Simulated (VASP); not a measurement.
Write the native input for VASP 6.6.1 that does the following.

```
Task                   : single point
Functional             : r2SCAN
Dispersion             : D3(BJ)
Potentials or basis    : VASP PAW PBE potentials, release 64 (O, H, Cl)
Cutoff                 : 520 eV
k mesh                 : 1 × 1 × 1
Occupations            : fermi-dirac, width 0.05 eV
Spin                   : no spin polarisation
Dipole correction      : no
Further INCAR settings : ALGO = Normal; EDIFF = 1e-06; NBANDS = 33
```

System: H9ClO4.

```xyz
14
Lattice="5.7297 0.0000 0.0000 0.0000 5.7297 0.0000 0.0000 0.0000 5.7297" Properties=species:S:1:pos:R:3 pbc="T T T"
O     3.8564    1.8134    0.5871
O     4.1974    5.2353    4.7265
O     2.9601   -0.1032    2.3183
O    -0.1827    4.3807    1.7557
H     3.9854    0.8945    0.1803
H     4.7052    2.1293    0.9202
H     3.8817    4.3423    5.0086
H     3.5749    5.3943    3.9490
H     3.5118    0.6634    1.9520
H     2.0185   -0.5162    2.0289
H    -1.1516    4.4877    1.7353
H     0.0117    4.1782    0.7667
H     0.4162    3.5658    3.4080
Cl    1.2775    3.1874    4.3086
```

These files were run (other wordings do the same):

POSCAR

```
H9ClO4
1.0
    5.7296700000      0.0000000000      0.0000000000
    0.0000000000      5.7296700000      0.0000000000
    0.0000000000      0.0000000000      5.7296700000
O H Cl
4 9 1
Direct
    0.6730579597      0.3164929219      0.1024666342
    0.7325727311      0.9137175439      0.8249166182
    0.5166266120     -0.0180115085      0.4046131802
   -0.0318866532      0.7645641023      0.3064225339
    0.6955723454      0.1561171935      0.0314677809
    0.8211991267      0.3716269872      0.1606026176
    0.6774735718      0.7578621456      0.8741515654
    0.6239277306      0.9414678332      0.6892194489
    0.6129148799      0.1157832825      0.3406827967
    0.3522890498     -0.0900924486      0.3541041631
   -0.2009888877      0.7832388253      0.3028621195
    0.0020420024      0.7292217527      0.1338122440
    0.0726394365      0.6223395065      0.5947986533
    0.2229622299      0.5562973086      0.7519804806
```

INCAR.step1

```
SYSTEM = H9ClO4
ALGO     = Normal         ! electronic algorithm
EDIFF    = 1E-4           ! SCF threshold, eV
ENCUT    = 520            ! plane-wave cutoff, eV
GGA      = PE             ! functional
ISMEAR   = -1             ! smearing method
LASPH    = .TRUE.         ! aspherical terms in the spheres
LCHARG   = .FALSE.        ! write CHGCAR
LREAL    = .FALSE.        ! projectors in reciprocal space
LWAVE    = .TRUE.         ! write WAVECAR
NBANDS   = 33             ! bands
NELM     = 100            ! most SCF steps
PREC     = Accurate       ! precision mode
SIGMA    = 0.05           ! smearing width, eV
```

INCAR.step2

```
SYSTEM = H9ClO4
ALGO     = Normal         ! electronic algorithm
EDIFF    = 1E-6           ! SCF threshold, eV
ENCUT    = 520            ! plane-wave cutoff, eV
ISIF     = 2              ! what is computed and relaxed
ISMEAR   = -1             ! smearing method
ISTART   = 1            
IVDW     = 12             ! dispersion correction
LASPH    = .TRUE.         ! aspherical terms in the spheres
LCHARG   = .TRUE.         ! write CHGCAR
LELF     = .TRUE.         ! ELF
LMIXTAU  = .TRUE.       
LREAL    = .FALSE.        ! projectors in reciprocal space
LVHAR    = .TRUE.       
LWAVE    = .FALSE.        ! write WAVECAR
METAGGA  = R2SCAN         ! meta-GGA
NBANDS   = 33             ! bands
NELM     = 100            ! most SCF steps
PREC     = Accurate       ! precision mode
SIGMA    = 0.05           ! smearing width, eV
VDW_A1   = 0.49484001   
VDW_A2   = 5.73083694   
VDW_S6   = 1.0          
VDW_S8   = 0.78981345
```

KPOINTS

```
k-points
0
G
  1 1 1
  0 0 0
```

Potentials or basis: VASP PAW PBE potentials, release 64 (O, H, Cl).

The run is started by

```sh
$ cat potpaw_PBE.64/O/POTCAR potpaw_PBE.64/H/POTCAR potpaw_PBE.64/Cl/POTCAR > POTCAR
$ cp INCAR.step1 INCAR
$ mpirun -np 1 vasp_gam > vasp.out
$ cp INCAR.step2 INCAR
$ mpirun -np 1 vasp_gam > vasp.out
```

It gave:

The pressure is -4.0 GPa and the largest force is 4.191 eV/Å. The dispersion energy per atom is -0.017 eV.

Caveat: the k points lie up to 1.10 Å⁻¹ apart; the PAW data sets were made with another functional, which shifts forces and pressure a little.

Run time: 54 s on 1 thread of Intel(R) Xeon(R) Platinum 8488C (Sapphire Rapids), with other jobs on the host, peak memory 0.32 GiB.
